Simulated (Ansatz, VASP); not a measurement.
Two plane-wave programs on WC

```xyz
2
Lattice="2.9005 0.0000 0.0000 -1.4503 2.5119 0.0000 0.0000 0.0000 2.8290" Properties=species:S:1:pos:R:3 pbc="T T T"
W     0.0000    0.0000   -0.1500
C     1.4503    0.8373    1.4145
```

Change from the starting cell: all W atoms moved -0.150 Å, as atom 1 along Cartesian [0 0 1].

Alike in both runs: task single point; functional r2SCAN; k mesh 18 × 18 × 16; occupations gaussian, width 0.15 eV; no spin polarisation.

|  | VASP | Ansatz |
| --- | --- | --- |
| version | VASP 6.6.1 | Ansatz 0.2.0 |
| potentials or method | VASP PAW PBE potentials, release 64 (W_sv, C), cutoff 520 eV | scalar-relativistic, plane waves, PAW |
| valence electrons in the cell | 18 | 18 |

|  | VASP | Ansatz | Ansatz less VASP |
| --- | --- | --- | --- |
| gap on the k mesh at the Fermi level (eV) | none | none | - |
| pressure (GPa) | 11.6 | 9.5 | -2.07 |
| traceless stress, the component that is largest in VASP (GPa) | 1.46 | 1.31 | -0.155 |
| rms of the force components (eV/Å) | 1.291 | 1.276 | -0.0154 |

VASP's potentials were made for PBE, not for r2SCAN. Atom by atom the forces differ by 0.015 eV/Å (rms over components). A gap of «none» marks a metal or a gap that the smearing closes.

Neither program's run includes spin-orbit coupling.
